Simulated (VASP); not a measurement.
# SnO (Fm-3m) in VASP: settings compared

The runs below take SnO through single point, relaxation of cell and atoms, with HSE06, PBE.

Everything below comes from runs of VASP 6.6.1. Logs are shortened: lines on timing, memory, paths and dates and some standing lists are left out, and cuts for length are marked.

**1. The cell of the first run**

The structure is cubic, space group Fm-3m (No. 225). Conventional cell: a = 5.074 Å, b = 5.074 Å, c = 5.074 Å, α = 90.00°, β = 90.00°, γ = 90.00°. Within 3.3 Å of Sn (site symmetry m-3m) lie 6 O at 2.54 Å. O (site symmetry m-3m) has 6 Sn at 2.54 Å within 3.3 Å.

**2. Single point, HSE06**

The input, POSCAR:

```
SnO
1.0
    0.0000000000      2.5369732559      2.5369732559
    2.5369732559      0.0000000000      2.5369732559
    2.5369732559      2.5369732559      0.0000000000
Sn O
1 1
Direct
    0.0000000000      0.0000000000      0.0000000000
    0.5000000000      0.5000000000      0.5000000000
```

The input, INCAR.step1:

```
SYSTEM = SnO
PREC = Accurate
ENCUT = 520
EDIFF = 1E-5
ISMEAR = -1
SIGMA = 0.02
LREAL = .False.
LASPH = .True.
NELM = 80
ALGO = Normal
ISIF = 2
LWAVE = .True.
LCHARG = .False.
GGA = PE
NBANDS = 17
```

The input, INCAR.step2:

```
SYSTEM = SnO
PREC = Accurate
ENCUT = 520
EDIFF = 1E-6
ISMEAR = -1
SIGMA = 0.02
LREAL = .False.
LASPH = .True.
NELM = 80
ALGO = Normal
ISIF = 2
LWAVE = .False.
LCHARG = .False.
GGA = PE
LHFCALC = .True.
HFSCREEN = 0.2079
PRECFOCK = Normal
ISTART = 1
NBANDS = 17
```

The input, KPOINTS:

```
Automatic mesh
0
Gamma
  6 6 6
  0 0 0
```

Potentials or basis: VASP PAW PBE potentials, release 64 (Sn_d, O).

Launch:

```
cat potpaw_PBE.64/Sn_d/POTCAR potpaw_PBE.64/O/POTCAR > POTCAR
cp INCAR.step1 INCAR
mpirun -np 1 vasp_std > vasp.out
cp INCAR.step2 INCAR
mpirun -np 1 vasp_std > vasp.out
```

OUTCAR:

```text
SYSTEM = SnO
   PREC = Accurate
   ENCUT = 520
   EDIFF = 1E-6
   ISMEAR = -1
   LREAL = .False.
   LASPH = .True.
   NELM = 80
   ISIF = 2
   GGA = PE
   LHFCALC = .True.
   HFSCREEN = 0.2079
   PRECFOCK = Normal
   ISTART = 1

 ion  position               nearest neighbor table
   1  0.000  0.000  0.000-   2 2.54   2 2.54   2 2.54   2 2.54   2 2.54   2 2.54
   2  0.500  0.500  0.500-   1 2.54   1 2.54   1 2.54   1 2.54   1 2.54   1 2.54

  LATTYP: Found a face centered cubic cell.
 ALAT       =     5.0739465118

  Lattice vectors:

 A1 = (   0.0000000000,   2.5369732559,   2.5369732559)
 A2 = (   2.5369732559,   0.0000000000,   2.5369732559)
 A3 = (   2.5369732559,   2.5369732559,   0.0000000000)

Analysis of symmetry for initial positions (statically):
=====================================================================
 Subroutine PRICEL returns:
 Original cell was already a primitive cell.

 Routine SETGRP: Setting up the symmetry group for a
 face centered cubic supercell.

 Subroutine GETGRP returns: Found 48 space group operations
 (whereof 48 operations were pure point group operations)
 out of a pool of 48 trial point group operations.

The static configuration has the point symmetry O_h .

Analysis of symmetry for dynamics (positions and initial velocities):
=====================================================================
 Subroutine PRICEL returns:
 Original cell was already a primitive cell.

 Routine SETGRP: Setting up the symmetry group for a
 face centered cubic supercell.

 Subroutine GETGRP returns: Found 48 space group operations
 (whereof 48 operations were pure point group operations)
 out of a pool of 48 trial point group operations.

The dynamic configuration has the point symmetry O_h .

 Subroutine INISYM returns: Found 48 space group operations
 (whereof 48 operations are pure point group operations),
 and found     1 'primitive' translations

----------------------------------------------------------------------------------------

                                     Primitive cell

  volume of cell :      32.6571

  direct lattice vectors                    reciprocal lattice vectors
     0.000000000  2.536973256  2.536973256    -0.197085247  0.197085247  0.197085247
     2.536973256  0.000000000  2.536973256     0.197085247 -0.197085247  0.197085247
     2.536973256  2.536973256  0.000000000     0.197085247  0.197085247 -0.197085247

  length of vectors
     3.587821986  3.587821986  3.587821986     0.341361661  0.341361661  0.341361661

  position of ions in fractional coordinates (direct lattice)
     0.000000000  0.000000000  0.000000000
     0.500000000  0.500000000  0.500000000

  ion indices of the primitive-cell ions
   primitive index   ion index
                 1           1
                 2           2

----------------------------------------------------------------------------------------

 KPOINTS: Automatic mesh

Automatic generation of k-mesh.
 Grid dimensions read from file:
 generate k-points for:    6    6    6

 Generating k-lattice:

  Cartesian coordinates                     Fractional coordinates (reciprocal lattice)
    -0.032847541  0.032847541  0.032847541     0.166666667  0.000000000  0.000000000
     0.032847541 -0.032847541  0.032847541     0.000000000  0.166666667  0.000000000
     0.032847541  0.032847541 -0.032847541     0.000000000  0.000000000  0.166666667

  Length of vectors
     0.056893610  0.056893610  0.056893610

  Shift w.r.t. Gamma in fractional coordinates (k-lattice)
     0.000000000  0.000000000  0.000000000

 Subroutine IBZKPT returns following result:
 ===========================================

 Found     16 irreducible k-points:

 Following reciprocal coordinates:
            Coordinates               Weight
  0.000000  0.000000  0.000000      1.000000
  0.166667  0.000000  0.000000      8.000000
  0.333333  0.000000  0.000000      8.000000
  0.500000  0.000000  0.000000      4.000000
  0.166667  0.166667  0.000000      6.000000
  0.333333  0.166667  0.000000     24.000000
[... 8 lines left out ...]
 -0.333333  0.333333  0.166667     24.000000
 -0.333333  0.500000  0.166667     12.000000
   k-points           NKPTS =     16   k-points in BZ     NKDIM =    216   number of bands    NBANDS=     17
   number of dos      NEDOS =    301   number of ions     NIONS =      2
   total plane-waves  NPLWV =  21952
   dimension x,y,z NGX =    28 NGY =   28 NGZ =   28
   dimension x,y,z NGXF=    56 NGYF=   56 NGZF=   56
   ions per type =               1   1
   NGX,Y,Z   is equivalent  to a cutoff of  12.97, 12.97, 12.97 a.u.
   NGXF,Y,Z  is equivalent  to a cutoff of  25.95, 25.95, 25.95 a.u.
 SYSTEM =  SnO
   PREC   = accura    normal or accurate (medium, high low for compatibility)
   ISTART =      1    job   : 0-new  1-cont  2-samecut
   ICHARG =      0    charge: 1-file 2-atom 10-const
   ISPIN  =      1    spin polarized calculation?
   LNONCOLLINEAR =      F non collinear calculations
   LSORBIT =      F    spin-orbit coupling
   LASPH  =      T    aspherical Exc in radial PAW
   ENCUT  =  520.0 eV  38.22 Ry    6.18 a.u.   6.67  6.67  6.67*2*pi/ulx,y,z
   NELM   =     80;   NELMIN=  2; NELMDL=  0     # of ELM steps
   EDIFF  = 0.1E-05   stopping-criterion for ELM
   LREAL  =      F    real-space projection
   EDIFFG = 0.1E-04   stopping-criterion for IOM
   NSW    =      0    number of steps for IOM
   IBRION =     -1    ionic relax: 0-MD 1-quasi-New 2-CG
   NFREE  =      0    steps in history (QN), initial steepest desc. (CG)
   ISIF   =      2    stress and relaxation
   ISYM   =      3    0-nonsym 1-usesym 2-fastsym
   POTIM  = 0.5000    time-step for ionic-motion
   TEBEG  =    0.0;   TEEND  =   0.0 temperature during run
   PSTRESS=    0.0 pullay stress
   NELECT =      20.0000    total number of electrons
   NUPDOWN=      -1.0000    fix difference up-down
   EMIN   =  10.00;   EMAX   =-10.00  energy-range for DOS
   EFERMI =   0.00;   METHOD = LEGACY
   ISMEAR =    -1;   SIGMA  =   0.02  broadening in eV -4-tet -1-fermi 0-gaus
   EFERMI_NEDOS =   21; number of points for ismear=-14 and -15
   IALGO  =     38    algorithm
   IMIX   =      1    mixing-type and parameters
     AMIX     =   0.40;   BMIX     =  1.00
     AMIX_MAG =   1.60;   BMIX_MAG =  1.00
  volume/ion in A,a.u.               =      16.33       110.19
  Fermi-wavevector in a.u.,A,eV,Ry     =   1.390248  2.627188 26.297197  1.932789
  Thomas-Fermi vector in A             =   2.514201
   LORBIT       =      0    0 simple, 1 ext, 2 COOP (PROOUT), +10 PAW based schemes
   GGA     = PE    functional components
   LHFCALC =     T    Hartree Fock is set to
   PRECFOCK=normal    Normal, Fast or Accurate (Low or Medium for compatibility)
   ENCUT4O =  -1.0   cutoff for four orbital integrals eV
   NKREDX  =     1    reduce k-point grid by
   NKREDY  =     1    reduce k-point grid by
   NKREDZ  =     1    reduce k-point grid by
   AEXX    =    0.2500 exact exchange contribution
   HFSCREEN=    0.2079 screening length (either q_TF or 0.3 A-1)
   HFSCREENC=   0.2079 screening length for correlation (either q_TF or 0.3 A-1)
   ENCUTFOCK=  -1.0 apply spherical cutoff to Coloumb kernel
   IVDW    =     0    specifies the selected vdW correction
   LEPSILON=     F    determine dielectric tensor
   LRPA    =     F    only Hartree local field effects (RPA)
 non-spin polarized calculation
  energy-cutoff  :      520.00
  volume of cell :       32.66
 maximum number of plane-waves:       899
  NGX = 24; NGY = 24; NGZ = 24

 number of electron      19.9999991 magnetization

 Free energy of the ion-electron system (eV)
  ---------------------------------------------------
  ext. energy  EPLUGINS =         0.00000000
  ---------------------------------------------------
  free energy    TOTEN  =       -12.77731322 eV

  energy without entropy =      -12.77731322  energy(sigma->0) =      -12.77731322

 E-fermi :   7.7151     XC(G=0):  -8.9310

 val. band max:        7.2618942367   @ k =  -0.3333   0.1667   0.0000
 cond. band min:       8.4788913460   @ k =   0.5000   0.0000   0.0000
 fundamental gap:      1.2169971093
 Fermi energy:         7.7150619420

 k-point     1 :       0.0000    0.0000    0.0000
  band No.  band energies     occupation
      1     -16.1361      2.00000
      2     -16.1361      2.00000
      3     -16.1361      2.00000
      4     -16.0807      2.00000
      5     -16.0807      2.00000
      6     -13.4000      2.00000
[... 9 lines left out ...]
     16      18.4957      0.00000
     17      18.7454      0.00000

 k-point     2 :       0.1667    0.0000    0.0000
  band No.  band energies     occupation
      1     -16.1352      2.00000
      2     -16.1268      2.00000
      3     -16.1268      2.00000
      4     -16.0833      2.00000
      5     -16.0833      2.00000
      6     -13.2488      2.00000
[... 9 lines left out ...]
     16      19.5280      0.00000
     17      22.6186      0.00000

 k-point     3 :       0.3333    0.0000    0.0000
  band No.  band energies     occupation
      1     -16.1347      2.00000
      2     -16.1325      2.00000
      3     -16.1325      2.00000
      4     -16.0640      2.00000
      5     -16.0640      2.00000
      6     -12.9241      2.00000
[... 9 lines left out ...]
     16      21.3527      0.00000
     17      24.0087      0.00000

 k-point     4 :       0.5000    0.0000    0.0000
  band No.  band energies     occupation
      1     -16.1413      2.00000
      2     -16.1413      2.00000
      3     -16.1348      2.00000
      4     -16.0483      2.00000
      5     -16.0483      2.00000
      6     -12.7494      2.00000
[... 9 lines left out ...]
     16      22.8068      0.00000
     17      23.0728      0.00000
[... 183 lines left out ...]
      1     -16.2287      2.00000
      2     -16.1406      2.00000
      3     -16.1005      2.00000
      4     -16.0649      2.00000
      5     -16.0598      2.00000
      6     -12.5608      2.00000
[... 9 lines left out ...]
     16      24.4927      0.00000
     17      24.6940      0.00000

 k-point    15 :      -0.3333    0.3333    0.1667
  band No.  band energies     occupation
      1     -16.2522      2.00000
      2     -16.1197      2.00000
      3     -16.1029      2.00000
      4     -16.0838      2.00000
      5     -16.0481      2.00000
      6     -12.4042      2.00000
[... 9 lines left out ...]
     16      25.2412      0.00000
     17      25.6865      0.00000

 k-point    16 :      -0.3333    0.5000    0.1667
  band No.  band energies     occupation
      1     -16.3155      2.00000
      2     -16.1475      2.00000
      3     -16.0758      2.00000
      4     -16.0656      2.00000
      5     -16.0381      2.00000
      6     -12.2714      2.00000
[... 9 lines left out ...]
     16      24.0091      0.00000
     17      26.8108      0.00000

------------------------ aborting loop because EDIFF is reached ----------------------------------------

  FORCE on cell =-STRESS in cart. coord.  units (eV):
  Direction    XX          YY          ZZ          XY          YZ          ZX
  --------------------------------------------------------------------------------------
  -------------------------------------------------------------------------------------
  Total       -0.0321764     -0.0321764     -0.0321764      0.0000000     -0.0000000     -0.0000000
  in kB       -1.5785958     -1.5785958     -1.5785958      0.0000000     -0.0000000     -0.0000000
  external PRESSURE =      -1.5785958 kB  Pullay stress =       0.0000000 kB

 VOLUME and BASIS-vectors are now :
 -----------------------------------------------------------------------------
  energy-cutoff  :      520.00
  volume of cell :       32.66
      direct lattice vectors                 reciprocal lattice vectors
     0.000000000  2.536973256  2.536973256    -0.197085247  0.197085247  0.197085247
     2.536973256  0.000000000  2.536973256     0.197085247 -0.197085247  0.197085247
     2.536973256  2.536973256  0.000000000     0.197085247  0.197085247 -0.197085247

 POSITION                                       TOTAL-FORCE (eV/Angst)
 -----------------------------------------------------------------------------------
      0.00000      0.00000      0.00000        -0.000000      0.000000      0.000000
      2.53697      2.53697      2.53697         0.000000     -0.000000     -0.000000
 -----------------------------------------------------------------------------------
    total drift:                                0.000001      0.000001      0.000001

  FREE ENERGIE OF THE ION-ELECTRON SYSTEM (eV)
  ---------------------------------------------------
  free  energy   TOTEN  =       -12.7773132178 eV

  energy  without entropy=      -12.7773132177  energy(sigma->0) =      -12.77731322
```

It took 65 min on 1 thread of Intel Xeon 8259CL, shared host; peak memory 0.29 GiB.

Results:

```yaml
Free_energy: -12.7773 eV
Pressure: -0.2 GPa
Band_gap_on_the_k_mesh: 1.22 eV (least direct gap 1.41 eV)
```

Caveat: the structure was generated, so it needn't be the stable form of SnO; the PAW data sets were made with another functional, which shifts forces and pressure a little; spin-orbit coupling is left out, which moves the levels of the heavy elements.

**3. Relaxation of cell and atoms, PBE**

This run uses another cell than the first one, of 8.63 Å³/atom.

The input, INCAR:

```
PREC = Accurate
ENCUT = 1340
EDIFF = 1E-7
ISMEAR = -1
SIGMA = 0.02
LREAL = F
LASPH = T
NELM = 120
ALGO = Normal
ISIF = 3
LWAVE = F
LCHARG = F
GGA = PE
IBRION = 2
NSW = 80
EDIFFG = -0.005
GGA_COMPAT = F
NELMIN = 4
```

The input, KPOINTS:

```
regular mesh
0
Gamma
  10 10 10
```

The input, POSCAR:

```
SnO
1.0
    0.0000000000      2.0509760000      2.0509760000
    2.0509760000      0.0000000000      2.0509760000
    2.0509760000      2.0509760000      0.0000000000
Sn O
1 1
Direct
    0.0000000000      0.0000000000      0.0000000000
    0.5000000000      0.5000000000      0.5000000000
```

Potentials or basis: VASP PAW PBE potentials, release 64 (Sn_d, O_h).

Launch:

```
cat potpaw_PBE.64/Sn_d/POTCAR potpaw_PBE.64/O_h/POTCAR > POTCAR
mpirun -np 1 vasp_std > vasp.out
```

OUTCAR:

```text
PREC = Accurate
   ENCUT = 1340
   EDIFF = 1E-7
   ISMEAR = -1
   LREAL = F
   LASPH = T
   NELM = 120
   ISIF = 3
   GGA = PE
   IBRION = 2
   NSW = 80
   EDIFFG = -0.005
   NELMIN = 4

 ion  position               nearest neighbor table
   1  0.000  0.000  0.000-   2 2.05   2 2.05   2 2.05   2 2.05   2 2.05   2 2.05
   2  0.500  0.500  0.500-   1 2.05   1 2.05   1 2.05   1 2.05   1 2.05   1 2.05

  LATTYP: Found a face centered cubic cell.
 ALAT       =     4.1019520000

  Lattice vectors:

 A1 = (   0.0000000000,   2.0509760000,   2.0509760000)
 A2 = (   2.0509760000,   0.0000000000,   2.0509760000)
 A3 = (   2.0509760000,   2.0509760000,   0.0000000000)

Analysis of symmetry for initial positions (statically):
=====================================================================
 Subroutine PRICEL returns:
[... 162 lines left out ...]

 number of electron      20.0000001 magnetization

 Free energy of the ion-electron system (eV)
  ---------------------------------------------------
  ext. energy  EPLUGINS =         0.00000000
  ---------------------------------------------------
  free energy    TOTEN  =        -3.11552043 eV

  energy without entropy =       -3.11551978  energy(sigma->0) =       -3.11552011

 E-fermi :  21.6512     XC(G=0): -14.5686

 val. band max:       21.4274360287   @ k =  -0.3000   0.3000   0.1000
 cond. band min:      21.8749331528   @ k =  -0.3000   0.3000   0.1000
 fundamental gap:      0.4474971240
 Fermi energy:        21.6511843510
[... 1076 lines left out ...]
--------------------------------------- Ionic step        8  -------------------------------------------

 number of electron      20.0000000 magnetization

 Free energy of the ion-electron system (eV)
  ---------------------------------------------------
  ext. energy  EPLUGINS =         0.00000000
  ---------------------------------------------------
  free energy    TOTEN  =       -10.46503300 eV

  energy without entropy =      -10.46503300  energy(sigma->0) =      -10.46503300

 E-fermi :   7.9707     XC(G=0): -10.7370

 val. band max:        7.6274887532   @ k =  -0.4000   0.2000   0.1000
 cond. band min:       8.3174829443   @ k =   0.5000   0.1000   0.0000
 fundamental gap:      0.6899941912
 Fermi energy:         7.9707109613
[... 437 lines left out ...]
  FREE ENERGIE OF THE ION-ELECTRON SYSTEM (eV)
  ---------------------------------------------------
  free  energy   TOTEN  =       -10.4650329989 eV

  energy  without entropy=      -10.4650329977  energy(sigma->0) =      -10.46503300

 reached required accuracy - stopping structural energy minimisation
```

CONTCAR:

```text
SnO
   1.00000000000000
    -0.0000000000000000    2.5545550175783465    2.5545550175783465
     2.5545550175783465   -0.0000000000000000    2.5545550175783465
     2.5545550175783465    2.5545550175783465   -0.0000000000000000
  Sn              O
     1     1
Direct
     0.0000000000000000    0.0000000000000000    0.0000000000000000
     0.5000000000000000    0.5000000000000000    0.5000000000000000

  0.00000000E+00  0.00000000E+00  0.00000000E+00
  0.00000000E+00  0.00000000E+00  0.00000000E+00
```

Wall time 1.9 min (1 thread of Intel Xeon 6975P-C (Granite Rapids), shared host); peak memory 0.24 GiB.

What came out:

| Quantity | Value |
| --- | --- |
| Free energy | -10.4650 eV |
| Relaxed volume | 16.67 Å³/atom |
| Relaxed cell | a = 3.613 Å, b = 3.613 Å, c = 3.613 Å, α = 60.00°, β = 60.00°, γ = 60.00° |
| Space group after relaxing (to 0.1 Å) | Fm-3m (No. 225) |
| Energy gained by relaxing | 3674.8 meV/atom |
| Ionic steps | 8 |
| Pressure after relaxing | 0.0 GPa |
| Band gap on the k mesh | 0.69 eV (least direct gap 0.72 eV) |

Step by step:
```tsv
step	energy change (eV)	largest force (eV/Å)	pressure (GPa)	volume (Å³)
1	0.0000	0.0000	258.41	17.25
2	-0.9142	0.0000	-29.64	80.55
3	-7.2015	0.0000	-9.95	37.68
4	-7.3016	0.0000	-6.14	35.71
5	-7.3492	0.0000	0.55	33.17
6	-7.3491	0.0000	-0.59	33.56
7	-7.3495	0.0000	0.15	33.30
8	-7.3495	0.0000	0.01	33.34
```

Final structure:
```
Sn O
1.0
     0.00000    2.55456    2.55456
     2.55456    0.00000    2.55456
     2.55456    2.55456    0.00000
Sn O
1 1
Cartesian
  0.0000 0.0000 0.0000
  2.5546 2.5546 2.5546
```

Levels at points of the mesh, in eV from the valence-band top:
```tsv
k point	band 8	band 9	band 10	band 11	band 12	band 13
(0.00, 0.00, 0.00)	-3.02	-3.02	-3.02	7.76	7.76	7.76
(0.50, 0.00, 0.00)	-2.83	-2.83	-0.59	0.88	4.46	4.46
(0.50, 0.50, 0.00)	-4.50	-4.10	-4.10	3.69	5.35	5.93
```

Caveat: the volume moved by over 15 % at a fixed basis, so the end points are rough; the structure was generated, so it needn't be the stable form of SnO; semilocal functionals underestimate gaps, and a narrow one can read as zero; spin-orbit coupling is left out, which moves the levels of the heavy elements. A k mesh can miss the band edges.
